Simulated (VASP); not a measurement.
# CaSe (Pm-3m) in VASP: further runs

Runs on CaSe. Level: PBEsol. Tasks: single point, relaxation of cell and atoms.

All numbers are computed with VASP 6.6.1; they aren't measurements. Logs are shortened: lines on timing, memory, paths and dates and some standing lists are left out, and cuts for length are marked.

### 1 The cell of the first run

Symmetry: Pm-3m, No. 221, cubic system. The conventional cell has a = 3.596 Å, b = 3.596 Å, c = 3.596 Å, α = 90.00°, β = 90.00°, γ = 90.00°. Within 4.1 Å of Ca (site symmetry m-3m) lie 8 Se at 3.11 Å and 6 Ca at 3.60 Å. Se (site symmetry m-3m) has 8 Ca at 3.11 Å and 6 Se at 3.60 Å within 4.1 Å.

### 2 Single point, PBEsol

Contents of INCAR:

```
PREC = Accurate
ENCUT = 520
EDIFF = 1E-6
ISMEAR = -1
SIGMA = 0.03
LREAL = F
LASPH = T
NELM = 100
ALGO = Normal
ISIF = 2
LWAVE = F
LCHARG = F
GGA = PS
NBANDS = 15
```

Contents of KPOINTS:

```
Automatic mesh
0
Gamma
  6 6 6
```

Contents of POSCAR:

```
CaSe
1.0
    3.5956535388      0.0000000000      0.0000000000
    0.0000000000      3.5956535388      0.0000000000
    0.0000000000      0.0000000000      3.5956535388
Ca Se
1 1
Direct
    0.0000000000      0.0000000000      0.0000000000
    0.5000000000      0.5000000000      0.5000000000
```

Potentials or basis: VASP PAW PBE potentials, release 64 (Ca_sv, Se).

Command:

```sh
$ cat potpaw_PBE.64/Ca_sv/POTCAR potpaw_PBE.64/Se/POTCAR > POTCAR
$ mpirun -np 1 vasp_std > vasp.out
```

OUTCAR:

```text
PREC = Accurate
   ENCUT = 520
   EDIFF = 1E-6
   ISMEAR = -1
   LREAL = F
   LASPH = T
   NELM = 100
   ISIF = 2
   GGA = PS

 ion  position               nearest neighbor table
   1  0.000  0.000  0.000-
   2  0.500  0.500  0.500-

  LATTYP: Found a simple cubic cell.
 ALAT       =     3.5956535388

  Lattice vectors:

 A1 = (   3.5956535388,   0.0000000000,   0.0000000000)
 A2 = (   0.0000000000,   3.5956535388,   0.0000000000)
 A3 = (   0.0000000000,   0.0000000000,   3.5956535388)

Analysis of symmetry for initial positions (statically):
=====================================================================
 Subroutine PRICEL returns:
 Original cell was already a primitive cell.

 Routine SETGRP: Setting up the symmetry group for a
 simple cubic supercell.

 Subroutine GETGRP returns: Found 48 space group operations
 (whereof 48 operations were pure point group operations)
 out of a pool of 48 trial point group operations.

The static configuration has the point symmetry O_h .

Analysis of symmetry for dynamics (positions and initial velocities):
=====================================================================
 Subroutine PRICEL returns:
 Original cell was already a primitive cell.

 Routine SETGRP: Setting up the symmetry group for a
 simple cubic supercell.

 Subroutine GETGRP returns: Found 48 space group operations
 (whereof 48 operations were pure point group operations)
 out of a pool of 48 trial point group operations.

The dynamic configuration has the point symmetry O_h .

 Subroutine INISYM returns: Found 48 space group operations
 (whereof 48 operations are pure point group operations),
 and found     1 'primitive' translations

----------------------------------------------------------------------------------------

                                     Primitive cell

  volume of cell :      46.4872

  direct lattice vectors                    reciprocal lattice vectors
     3.595653539  0.000000000  0.000000000     0.278113558  0.000000000  0.000000000
     0.000000000  3.595653539  0.000000000     0.000000000  0.278113558  0.000000000
     0.000000000  0.000000000  3.595653539     0.000000000  0.000000000  0.278113558

  length of vectors
     3.595653539  3.595653539  3.595653539     0.278113558  0.278113558  0.278113558

  position of ions in fractional coordinates (direct lattice)
     0.000000000  0.000000000  0.000000000
     0.500000000  0.500000000  0.500000000

  ion indices of the primitive-cell ions
   primitive index   ion index
                 1           1
                 2           2

----------------------------------------------------------------------------------------

 KPOINTS: Automatic mesh

Automatic generation of k-mesh.
 Grid dimensions read from file:
 generate k-points for:    6    6    6

 Generating k-lattice:

  Cartesian coordinates                     Fractional coordinates (reciprocal lattice)
     0.046352260  0.000000000  0.000000000     0.166666667  0.000000000  0.000000000
     0.000000000  0.046352260  0.000000000     0.000000000  0.166666667  0.000000000
     0.000000000  0.000000000  0.046352260     0.000000000  0.000000000  0.166666667

  Length of vectors
     0.046352260  0.046352260  0.046352260

  Shift w.r.t. Gamma in fractional coordinates (k-lattice)
     0.000000000  0.000000000  0.000000000

 Subroutine IBZKPT returns following result:
 ===========================================

 Found     20 irreducible k-points:

 Following reciprocal coordinates:
            Coordinates               Weight
  0.000000  0.000000  0.000000      1.000000
  0.166667  0.000000  0.000000      6.000000
  0.333333  0.000000  0.000000      6.000000
  0.500000  0.000000  0.000000      3.000000
  0.166667  0.166667  0.000000     12.000000
  0.333333  0.166667  0.000000     24.000000
[... 12 lines left out ...]
  0.500000  0.500000  0.333333      6.000000
  0.500000  0.500000  0.500000      1.000000
   k-points           NKPTS =     20   k-points in BZ     NKDIM =     20   number of bands    NBANDS=     15
   number of dos      NEDOS =    301   number of ions     NIONS =      2
   total plane-waves  NPLWV =  21952
   dimension x,y,z NGX =    28 NGY =   28 NGZ =   28
   dimension x,y,z NGXF=    56 NGYF=   56 NGZF=   56
   ions per type =               1   1
   NGX,Y,Z   is equivalent  to a cutoff of  12.95, 12.95, 12.95 a.u.
   NGXF,Y,Z  is equivalent  to a cutoff of  25.89, 25.89, 25.89 a.u.
 SYSTEM =  unknown system
   PREC   = accura    normal or accurate (medium, high low for compatibility)
   ISTART =      0    job   : 0-new  1-cont  2-samecut
   ICHARG =      2    charge: 1-file 2-atom 10-const
   ISPIN  =      1    spin polarized calculation?
   LNONCOLLINEAR =      F non collinear calculations
   LSORBIT =      F    spin-orbit coupling
   LASPH  =      T    aspherical Exc in radial PAW
   ENCUT  =  520.0 eV  38.22 Ry    6.18 a.u.   6.69  6.69  6.69*2*pi/ulx,y,z
   NELM   =    100;   NELMIN=  2; NELMDL= -5     # of ELM steps
   EDIFF  = 0.1E-05   stopping-criterion for ELM
   LREAL  =      F    real-space projection
   EDIFFG = 0.1E-04   stopping-criterion for IOM
   NSW    =      0    number of steps for IOM
   IBRION =     -1    ionic relax: 0-MD 1-quasi-New 2-CG
   NFREE  =      0    steps in history (QN), initial steepest desc. (CG)
   ISIF   =      2    stress and relaxation
   ISYM   =      2    0-nonsym 1-usesym 2-fastsym
   POTIM  = 0.5000    time-step for ionic-motion
   TEBEG  =    0.0;   TEEND  =   0.0 temperature during run
   PSTRESS=    0.0 pullay stress
   NELECT =      16.0000    total number of electrons
   NUPDOWN=      -1.0000    fix difference up-down
   EMIN   =  10.00;   EMAX   =-10.00  energy-range for DOS
   EFERMI =   0.00;   METHOD = LEGACY
   ISMEAR =    -1;   SIGMA  =   0.03  broadening in eV -4-tet -1-fermi 0-gaus
   EFERMI_NEDOS =   21; number of points for ismear=-14 and -15
   IALGO  =     38    algorithm
   IMIX   =      4    mixing-type and parameters
     AMIX     =   0.40;   BMIX     =  1.00
     AMIX_MAG =   1.60;   BMIX_MAG =  1.00
  volume/ion in A,a.u.               =      23.24       156.86
  Fermi-wavevector in a.u.,A,eV,Ry     =   1.147282  2.168049 17.908762  1.316257
  Thomas-Fermi vector in A             =   2.283963
   LORBIT       =      0    0 simple, 1 ext, 2 COOP (PROOUT), +10 PAW based schemes
   GGA     = PS    functional components
   LHFCALC =     F    Hartree Fock is set to
   AEXX    =    0.0000 exact exchange contribution
   IVDW    =     0    specifies the selected vdW correction
   LEPSILON=     F    determine dielectric tensor
   LRPA    =     F    only Hartree local field effects (RPA)
 non-spin polarized calculation
  energy-cutoff  :      520.00
  volume of cell :       46.49
 maximum number of plane-waves:      1273
 NGX is ok and might be reduce to    28
   NGX = 13   NGY = 13   NGZ = 13

 number of electron      16.0000005 magnetization

 Free energy of the ion-electron system (eV)
  ---------------------------------------------------
  ext. energy  EPLUGINS =         0.00000000
  ---------------------------------------------------
  free energy    TOTEN  =        -9.43044731 eV

  energy without entropy =       -9.43044657  energy(sigma->0) =       -9.43044694

 E-fermi :   4.7352     XC(G=0):  -9.8783

 val. band max:        4.4311545059   @ k =   0.5000   0.5000   0.0000
 cond. band min:       5.0391655518   @ k =   0.5000   0.5000   0.0000
 fundamental gap:      0.6080110459
 Fermi energy:         4.7351600059

 k-point     1 :       0.0000    0.0000    0.0000
  band No.  band energies     occupation
      1     -36.6229      2.00000
      2     -17.6392      2.00000
      3     -17.6392      2.00000
      4     -17.6392      2.00000
      5      -8.8021      2.00000
      6       3.5254      2.00000
      7       3.5254      2.00000
      8       3.5254      2.00000
      9       5.3448      0.00000
     10       5.3448      0.00000
     11       6.5674      0.00000
     12       8.8720      0.00000
     13       8.8720      0.00000
     14       8.8720      0.00000
     15      13.6475      0.00000

 k-point     2 :       0.1667    0.0000    0.0000
  band No.  band energies     occupation
      1     -36.6191      2.00000
      2     -17.6947      2.00000
      3     -17.6341      2.00000
      4     -17.6341      2.00000
      5      -8.6220      2.00000
      6       1.8584      2.00000
      7       3.4744      2.00000
      8       3.4744      2.00000
      9       5.5408      0.00000
     10       6.1924      0.00000
     11       7.9121      0.00000
     12       8.9361      0.00000
     13       9.0181      0.00000
     14       9.0181      0.00000
     15      12.8644      0.00000

 k-point     3 :       0.3333    0.0000    0.0000
  band No.  band energies     occupation
      1     -36.6114      2.00000
      2     -17.8031      2.00000
      3     -17.6238      2.00000
      4     -17.6238      2.00000
      5      -8.2192      2.00000
      6       0.0170      2.00000
      7       3.3665      2.00000
      8       3.3665      2.00000
      9       6.0204      0.00000
     10       7.6150      0.00000
     11       9.0707      0.00000
     12       9.4080      0.00000
     13       9.4751      0.00000
     14       9.4751      0.00000
     15      11.4535      0.00000

 k-point     4 :       0.5000    0.0000    0.0000
  band No.  band energies     occupation
      1     -36.6075      2.00000
      2     -17.8561      2.00000
      3     -17.6187      2.00000
      4     -17.6187      2.00000
      5      -7.9884      2.00000
      6      -0.7183      2.00000
      7       3.3101      2.00000
      8       3.3101      2.00000
      9       6.3337      0.00000
     10       9.0896      0.00000
     11       9.1415      0.00000
     12       9.3329      0.00000
     13       9.8675      0.00000
     14       9.8675      0.00000
     15      10.7524      0.00000
[... 235 lines left out ...]
 k-point    18 :       0.5000    0.3333    0.3333
  band No.  band energies     occupation
      1     -36.5859      2.00000
      2     -17.7915      2.00000
      3     -17.7419      2.00000
      4     -17.7357      2.00000
      5      -7.3836      2.00000
      6       0.5022      2.00000
      7       1.0298      2.00000
      8       1.4232      2.00000
      9       6.9268      0.00000
     10       7.3423      0.00000
     11       7.7706      0.00000
     12       9.8881      0.00000
     13      10.2546      0.00000
     14      11.0581      0.00000
     15      11.1766      0.00000

 k-point    19 :       0.5000    0.5000    0.3333
  band No.  band energies     occupation
      1     -36.5823      2.00000
      2     -17.7823      2.00000
      3     -17.7823      2.00000
      4     -17.7317      2.00000
      5      -7.2369      2.00000
      6       0.5752      2.00000
      7       0.5752      2.00000
      8       1.2187      2.00000
      9       6.9602      0.00000
     10       7.9383      0.00000
     11       7.9383      0.00000
     12       9.9810      0.00000
     13      10.0205      0.00000
     14      10.5756      0.00000
     15      11.1209      0.00000

 k-point    20 :       0.5000    0.5000    0.5000
  band No.  band energies     occupation
      1     -36.5788      2.00000
      2     -17.7743      2.00000
      3     -17.7743      2.00000
      4     -17.7743      2.00000
      5      -7.0619      2.00000
      6       0.5271      2.00000
      7       0.5271      2.00000
      8       0.5271      2.00000
      9       8.2087      0.00000
     10       8.2087      0.00000
     11       8.2087      0.00000
     12      10.0004      0.00000
     13      10.0004      0.00000
     14      10.3876      0.00000
     15      10.3876      0.00000

------------------------ aborting loop because EDIFF is reached ----------------------------------------

  FORCE on cell =-STRESS in cart. coord.  units (eV):
  Direction    XX          YY          ZZ          XY          YZ          ZX
  --------------------------------------------------------------------------------------
  -------------------------------------------------------------------------------------
  Total        0.0537422      0.0537422      0.0537422     -0.0000000     -0.0000000      0.0000000
  in kB        1.8522203      1.8522203      1.8522203     -0.0000000     -0.0000000      0.0000000
  external PRESSURE =       1.8522203 kB  Pullay stress =       0.0000000 kB

 VOLUME and BASIS-vectors are now :
 -----------------------------------------------------------------------------
  energy-cutoff  :      520.00
  volume of cell :       46.49
      direct lattice vectors                 reciprocal lattice vectors
     3.595653539  0.000000000  0.000000000     0.278113558  0.000000000  0.000000000
     0.000000000  3.595653539  0.000000000     0.000000000  0.278113558  0.000000000
     0.000000000  0.000000000  3.595653539     0.000000000  0.000000000  0.278113558

 POSITION                                       TOTAL-FORCE (eV/Angst)
 -----------------------------------------------------------------------------------
      0.00000      0.00000      0.00000         0.000000      0.000000      0.000000
      1.79783      1.79783      1.79783         0.000000      0.000000      0.000000
 -----------------------------------------------------------------------------------
    total drift:                               -0.000000      0.000000      0.000000

  FREE ENERGIE OF THE ION-ELECTRON SYSTEM (eV)
  ---------------------------------------------------
  free  energy   TOTEN  =        -9.4304473082 eV

  energy  without entropy=       -9.4304465711  energy(sigma->0) =       -9.43044694
```

It took 17 s on 1 thread of Intel Xeon 8259CL, shared host; peak memory 0.16 GiB.

What came out:

- Free energy: -9.4304 eV
- Pressure: 0.2 GPa
- Band gap on the k mesh: 0.61 eV

Caveat: the PAW data sets were made with another functional, which shifts forces and pressure a little. A k mesh can miss the band edges.

(Part 1 of 2 ends here.)
